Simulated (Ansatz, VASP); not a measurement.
Zr4Ag: VASP beside Ansatz

```xyz
5
Lattice="0.0000 4.0550 4.0550 4.0550 0.0000 4.0550 4.0550 4.0550 0.0000" Properties=species:S:1:pos:R:3 pbc="T T T"
Zr    1.0281    1.0281    1.0281
Zr    3.0269    3.0269    1.0281
Zr    3.0269    1.0281    3.0269
Zr    1.0281    3.0269    3.0269
Ag    4.0550    4.0550    4.0550
```

Alike in both runs: functional PBE; k mesh 4 × 4 × 4; occupations gaussian, width 0.2 eV; no spin polarisation.

Ansatz relaxed the structure, and its values are those at the end. VASP's run is a single point on that final structure, the one shown.

```csv
,VASP,Ansatz
version,VASP 6.6.1,Ansatz 0.2.0
potentials or method,"VASP PAW PBE potentials, release 64 (Zr_sv, Ag), cutoff 520 eV","scalar-relativistic, plane waves, PAW"
valence electrons in the cell,59,67
```

|  | VASP | Ansatz | Ansatz less VASP |
| --- | --- | --- | --- |
| gap on the k mesh at the Fermi level (eV) | none | none | - |
| pressure (GPa) | 0.6 | 0.6 | -0.07 |
| rms of the force components (eV/Å) | 0.001 | 0.004 | +0.0028 |

A gap of «none» marks a metal or a gap that the smearing closes. VASP's potentials hold 59 valence electrons a cell and Ansatz's 67, so a difference there can come from the potentials and not from the codes.
